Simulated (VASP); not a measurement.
# Ni (Fmmm) in VASP: single point with LDA

Aim: the single point of Ni with LDA.

Everything below comes from runs of VASP 6.6.1. Logs are shortened: lines on timing, memory, paths and dates and some standing lists are left out, and cuts for length are marked.

**1. The cell of the first run**

It takes space group Fmmm (No. 69, orthorhombic). The conventional cell has a = 2.911 Å, b = 3.493 Å, c = 3.869 Å, α = 90.00°, β = 90.00°, γ = 90.00°. Within 3.0 Å of Ni (site symmetry mmm) lie 14 Ni at 2.27 to 2.91 Å.

**2. Single point, LDA, collinear spin, ferromagnetic start**

Contents of INCAR:

```
PREC = Accurate ; ENCUT = 520
EDIFF = 1E-6 ; ISMEAR = 0
SIGMA = 0.15 ; LREAL = F
LASPH = T ; NELM = 150
ALGO = Normal ; ISIF = 2
LWAVE = F ; LCHARG = F
ISPIN = 2 ; MAGMOM = 0.7
LORBIT = 11 ; LMAXMIX = 4
NBANDS = 15
```

Contents of KPOINTS:

```
regular mesh
0
Gamma
  22 22 22
```

Contents of POSCAR:

```
Ni
1.0
    0.0000000000      1.9347024159      1.4553071270
    1.7463685524      0.0000000000      1.4553071270
    1.7463685524      1.9347024159      0.0000000000
Ni
1
Direct
    0.0000000000      0.0000000000      0.0000000000
```

Potentials or basis: VASP PAW LDA potentials, release 64 (Ni).

Started as:

```bash
cat potpaw_LDA.64/Ni/POTCAR > POTCAR
mpirun -np 1 vasp_std > vasp.out
```

OUTCAR:

```text
PREC = Accurate
   ENCUT = 520
   EDIFF = 1E-6
   ISMEAR = 0
   LREAL = F
   LASPH = T
   NELM = 150
   ISIF = 2
   ISPIN = 2
   LORBIT = 11

 ion  position               nearest neighbor table
   1  0.000  0.000  0.000-

  LATTYP: Found a face centered orthorhombic cell.
 ALAT       =     2.9106142540
 B/A-ratio  =     1.2000000000
 C/A-ratio  =     1.3294117647

  Lattice vectors:

 A1 = (   1.7463685524,   1.9347024159,   0.0000000000)
 A2 = (   0.0000000000,   1.9347024159,   1.4553071270)
 A3 = (   1.7463685524,   0.0000000000,   1.4553071270)

Analysis of symmetry for initial positions (statically):
=====================================================================
 Subroutine PRICEL returns:
 Original cell was already a primitive cell.

 Routine SETGRP: Setting up the symmetry group for a
 face centered orthorhombic supercell.

 Subroutine GETGRP returns: Found  8 space group operations
 (whereof  8 operations were pure point group operations)
 out of a pool of  8 trial point group operations.

The static configuration has the point symmetry D_2h.

Analysis of symmetry for dynamics (positions and initial velocities):
=====================================================================
 Subroutine PRICEL returns:
 Original cell was already a primitive cell.

 Routine SETGRP: Setting up the symmetry group for a
 face centered orthorhombic supercell.

 Subroutine GETGRP returns: Found  8 space group operations
 (whereof  8 operations were pure point group operations)
 out of a pool of  8 trial point group operations.

The dynamic configuration has the point symmetry D_2h.

Analysis of structural, dynamic, and magnetic symmetry:
=====================================================================
 Subroutine PRICEL returns:
 Original cell was already a primitive cell.

 Routine SETGRP: Setting up the symmetry group for a
 face centered orthorhombic supercell.

 Subroutine GETGRP returns: Found  8 space group operations
 (whereof  8 operations were pure point group operations)
 out of a pool of  8 trial point group operations.

The overall configuration has the point symmetry D_2h.

 Subroutine INISYM returns: Found  8 space group operations
 (whereof  8 operations are pure point group operations),
 and found     1 'primitive' translations

----------------------------------------------------------------------------------------

                                     Primitive cell

  volume of cell :       9.8341

  direct lattice vectors                    reciprocal lattice vectors
     0.000000000  1.934702416  1.455307127    -0.286308408  0.258437678  0.343570090
     1.746368552  0.000000000  1.455307127     0.286308408 -0.258437678  0.343570090
     1.746368552  1.934702416  0.000000000     0.286308408  0.258437678 -0.343570090

  length of vectors
     2.420948631  2.273262403  2.606314747     0.516529713  0.516529713  0.516529713

  position of ions in fractional coordinates (direct lattice)
     0.000000000  0.000000000  0.000000000

  ion indices of the primitive-cell ions
   primitive index   ion index
                 1           1

----------------------------------------------------------------------------------------

 KPOINTS: regular mesh

Automatic generation of k-mesh.
 Grid dimensions read from file:
 generate k-points for:   22   22   22

 Generating k-lattice:

  Cartesian coordinates                     Fractional coordinates (reciprocal lattice)
    -0.013014019  0.011747167  0.015616822     0.045454545 -0.000000000 -0.000000000
     0.013014019 -0.011747167  0.015616822     0.000000000  0.045454545  0.000000000
     0.013014019  0.011747167 -0.015616822     0.000000000  0.000000000  0.045454545

  Length of vectors
     0.023478623  0.023478623  0.023478623

  Shift w.r.t. Gamma in fractional coordinates (k-lattice)
     0.000000000  0.000000000  0.000000000

 Subroutine IBZKPT returns following result:
 ===========================================

 Found   1530 irreducible k-points:

 Following reciprocal coordinates:
            Coordinates               Weight
  0.000000  0.000000  0.000000      1.000000
  0.045455  0.000000  0.000000      8.000000
  0.090909  0.000000  0.000000      8.000000
  0.136364  0.000000  0.000000      8.000000
  0.181818  0.000000  0.000000      8.000000
  0.227273  0.000000  0.000000      8.000000
[... 16 lines left out ...]
  0.500000  0.045455  0.000000      8.000000
 -0.454545  0.045455  0.000000      8.000000
 [... further k-points ...]
   k-points           NKPTS =   1530   k-points in BZ     NKDIM =   1530   number of bands    NBANDS=     15
   number of dos      NEDOS =    301   number of ions     NIONS =      1
   total plane-waves  NPLWV =   6480
   dimension x,y,z NGX =    18 NGY =   18 NGZ =   20
   dimension x,y,z NGXF=    36 NGYF=   36 NGZF=   40
   ions per type =               1
   NGX,Y,Z   is equivalent  to a cutoff of  12.36, 13.16, 12.76 a.u.
   NGXF,Y,Z  is equivalent  to a cutoff of  24.72, 26.33, 25.51 a.u.
 SYSTEM =  unknown system
   PREC   = accura    normal or accurate (medium, high low for compatibility)
   ISTART =      0    job   : 0-new  1-cont  2-samecut
   ICHARG =      2    charge: 1-file 2-atom 10-const
   ISPIN  =      2    spin polarized calculation?
   LNONCOLLINEAR =      F non collinear calculations
   LSORBIT =      F    spin-orbit coupling
   LASPH  =      T    aspherical Exc in radial PAW
   ENCUT  =  520.0 eV  38.22 Ry    6.18 a.u.   4.50  4.23  4.85*2*pi/ulx,y,z
   NELM   =    150;   NELMIN=  2; NELMDL= -5     # of ELM steps
   EDIFF  = 0.1E-05   stopping-criterion for ELM
   LREAL  =      F    real-space projection
   EDIFFG = 0.1E-04   stopping-criterion for IOM
   NSW    =      0    number of steps for IOM
   IBRION =     -1    ionic relax: 0-MD 1-quasi-New 2-CG
   NFREE  =      0    steps in history (QN), initial steepest desc. (CG)
   ISIF   =      2    stress and relaxation
   ISYM   =      2    0-nonsym 1-usesym 2-fastsym
   POTIM  = 0.5000    time-step for ionic-motion
   TEBEG  =    0.0;   TEEND  =   0.0 temperature during run
   PSTRESS=    0.0 pullay stress
   NELECT =      10.0000    total number of electrons
   NUPDOWN=      -1.0000    fix difference up-down
   EMIN   =  10.00;   EMAX   =-10.00  energy-range for DOS
   EFERMI =   0.00;   METHOD = LEGACY
   ISMEAR =     0;   SIGMA  =   0.15  broadening in eV -4-tet -1-fermi 0-gaus
   EFERMI_NEDOS =   21; number of points for ismear=-14 and -15
   IALGO  =     38    algorithm
   IMIX   =      4    mixing-type and parameters
     AMIX     =   0.40;   BMIX     =  1.00
     AMIX_MAG =   1.60;   BMIX_MAG =  1.00
  volume/ion in A,a.u.               =       9.83        66.36
  Fermi-wavevector in a.u.,A,eV,Ry     =   1.646253  3.110967 36.873816  2.710149
  Thomas-Fermi vector in A             =   2.735912
   LORBIT       =     11    0 simple, 1 ext, 2 COOP (PROOUT), +10 PAW based schemes
   GGA     = CA    functional components
   LHFCALC =     F    Hartree Fock is set to
   AEXX    =    0.0000 exact exchange contribution
   IVDW    =     0    specifies the selected vdW correction
   LEPSILON=     F    determine dielectric tensor
   LRPA    =     F    only Hartree local field effects (RPA)
 spin polarized calculation
 Gauss-broadening in eV      SIGMA  =   0.15
  energy-cutoff  :      520.00
  volume of cell :        9.83
 maximum number of plane-waves:       278
   NGX =  9   NGY =  9   NGZ =  9

 number of electron      10.0000009 magnetization       0.3869514

 Free energy of the ion-electron system (eV)
  ---------------------------------------------------
  ext. energy  EPLUGINS =         0.00000000
  ---------------------------------------------------
  free energy    TOTEN  =        -6.45713058 eV

  energy without entropy =       -6.43607631  energy(sigma->0) =       -6.44660344

 E-fermi :  10.4376     XC(G=0): -14.2147

 val. band max:       10.4375421330   @ k =  -0.2273   0.4091   0.3182
 cond. band min:      10.4378450250   @ k =   0.4091   0.0909   0.0455
 fundamental gap:      0.0003028920
 Fermi energy:        10.4375789107

 spin component 1

 k-point     1 :       0.0000    0.0000    0.0000
  band No.  band energies     occupation
      1       0.8562      1.00000
      2       7.3513      1.00000
      3       8.3019      1.00000
      4       8.3024      1.00000
      5       9.1744      1.00000
      6       9.9170      1.00000
      7      36.5558      0.00000
      8      37.3777      0.00000
      9      39.5342      0.00000
     10      43.0120      0.00000
     11      43.0533      0.00000
     12      43.1846      0.00000
     13      44.3153      0.00000
     14      44.5199      0.00000
     15      45.0091      0.00000

 k-point     2 :       0.0455    0.0000    0.0000
  band No.  band energies     occupation
      1       0.9461      1.00000
      2       7.3674      1.00000
      3       8.2842      1.00000
      4       8.3285      1.00000
      5       9.1622      1.00000
      6       9.9015      1.00000
      7      36.2248      0.00000
      8      37.1386      0.00000
      9      39.0888      0.00000
     10      41.8691      0.00000
     11      42.3719      0.00000
     12      43.6267      0.00000
     13      44.4326      0.00000
     14      45.7633      0.00000
     15      46.0650      0.00000
[... 365 lines left out ...]
      3       8.9448      1.00000
      4       9.4444      1.00000
      5      10.5167      0.22787
      6      10.9400      0.00000
      7      17.4912      0.00000
      8      30.0146      0.00000
      9      34.1376      0.00000
     10      37.0328      0.00000
     11      41.8033      0.00000
     12      43.7459      0.00000
     13      51.8628      0.00000
     14      53.3965      0.00000
     15      56.7452      0.00000

 k-point    24 :      -0.4545    0.0455    0.0000
  band No.  band energies     occupation
      1       5.3232      1.00000
      2       7.2190      1.00000
      3       8.8779      1.00000
      4       9.4723      1.00000
      5      10.4561      0.43062
      6      10.7080      0.00540
      7      17.9133      0.00000
      8      30.1052      0.00000
      9      34.4423      0.00000
     10      36.9830      0.00000
     11      41.2745      0.00000
     12      43.5052      0.00000
     13      52.3466      0.00000
     14      54.7682      0.00000
     15      56.3178      0.00000

 [... further k-points ...]

 spin component 2

 k-point     1 :       0.0000    0.0000    0.0000
  band No.  band energies     occupation
      1       0.8949      1.00000
      2       7.7233      1.00000
      3       8.6791      1.00000
      4       8.7193      1.00000
      5       9.5491      1.00000
      6      10.2713      0.94154
      7      36.5596      0.00000
      8      37.3761      0.00000
      9      39.5621      0.00000
     10      43.1017      0.00000
     11      43.1094      0.00000
     12      43.2279      0.00000
     13      44.4441      0.00000
     14      44.6635      0.00000
     15      45.1555      0.00000

 k-point     2 :       0.0455    0.0000    0.0000
  band No.  band energies     occupation
      1       0.9849      1.00000
      2       7.7394      1.00000
      3       8.6753      1.00000
      4       8.7311      1.00000
      5       9.5366      1.00000
      6      10.2554      0.95703
      7      36.2392      0.00000
      8      37.1429      0.00000
      9      39.1244      0.00000
     10      41.9432      0.00000
     11      42.4756      0.00000
     12      43.6896      0.00000
     13      44.5335      0.00000
     14      45.8820      0.00000
     15      46.1875      0.00000
[... 365 lines left out ...]
      3       9.2510      1.00000
      4       9.7542      1.00000
      5      10.9578      0.00000
      6      11.1005      0.00000
      7      17.7349      0.00000
      8      30.0624      0.00000
      9      34.2087      0.00000
     10      37.1485      0.00000
     11      41.8971      0.00000
     12      43.8056      0.00000
     13      51.9388      0.00000
     14      53.5726      0.00000
     15      57.5194      0.00000

 k-point    24 :      -0.4545    0.0455    0.0000
  band No.  band energies     occupation
      1       5.5588      1.00000
      2       7.5770      1.00000
      3       9.1638      1.00000
      4       9.7866      1.00000
      5      10.8844      0.00001
      6      10.9161      0.00000
      7      18.1429      0.00000
      8      30.1531      0.00000
      9      34.5127      0.00000
     10      37.0984      0.00000
     11      41.3611      0.00000
     12      43.5807      0.00000
     13      52.4329      0.00000
     14      54.8608      0.00000
     15      57.1350      0.00000

 [... further k-points ...]
[... 5 lines left out ...]
  --------------------------------------------------------------------------------------
  -------------------------------------------------------------------------------------
  Total        1.1819491     -0.6574513      0.9482131      0.0000000      0.0000000      0.0000000
  in kB      192.5637897   -107.1123289    154.4833972      0.0000000      0.0000000      0.0000000
  external PRESSURE =      79.9782860 kB  Pullay stress =       0.0000000 kB

 VOLUME and BASIS-vectors are now :
 -----------------------------------------------------------------------------
  energy-cutoff  :      520.00
  volume of cell :        9.83
      direct lattice vectors                 reciprocal lattice vectors
     0.000000000  1.934702416  1.455307127    -0.286308408  0.258437678  0.343570090
     1.746368552  0.000000000  1.455307127     0.286308408 -0.258437678  0.343570090
     1.746368552  1.934702416  0.000000000     0.286308408  0.258437678 -0.343570090

 POSITION                                       TOTAL-FORCE (eV/Angst)
 -----------------------------------------------------------------------------------
      0.00000      0.00000      0.00000         0.000000      0.000000      0.000000
 -----------------------------------------------------------------------------------
    total drift:                                0.000000      0.000000      0.000000

  FREE ENERGIE OF THE ION-ELECTRON SYSTEM (eV)
  ---------------------------------------------------
  free  energy   TOTEN  =        -6.4571305819 eV

  energy  without entropy=       -6.4360763068  energy(sigma->0) =       -6.44660344

 total charge

# of ion       s       p       d       tot
------------------------------------------
    1        0.541   0.585   8.403   9.530

 magnetization (x)

# of ion       s       p       d       tot
------------------------------------------
    1       -0.002  -0.009   0.397   0.385
```

Wall time 3.1 min (1 thread of Intel Xeon 6975P-C (Granite Rapids), shared host); peak memory 0.42 GiB.

Results:

| Quantity | Value |
| --- | --- |
| Free energy | -6.4571 eV |
| Pressure | 8.0 GPa |
| Net moment | 0.39 μB per cell |
| Site moments | Ni +0.39 μB |
| Valence electrons inside the program's atomic spheres | Ni 9.53 |

Stress tensor (GPa, compression positive):
```
 19.26   0.00   0.00
  0.00 -10.71   0.00
  0.00   0.00  15.45
```

Caveat: the cell differs from its parent crystal (strain +e along x and -e along y -0.0550, strain +e along z and -e/2 along x and y -0.1500); the cell stands under pressure.
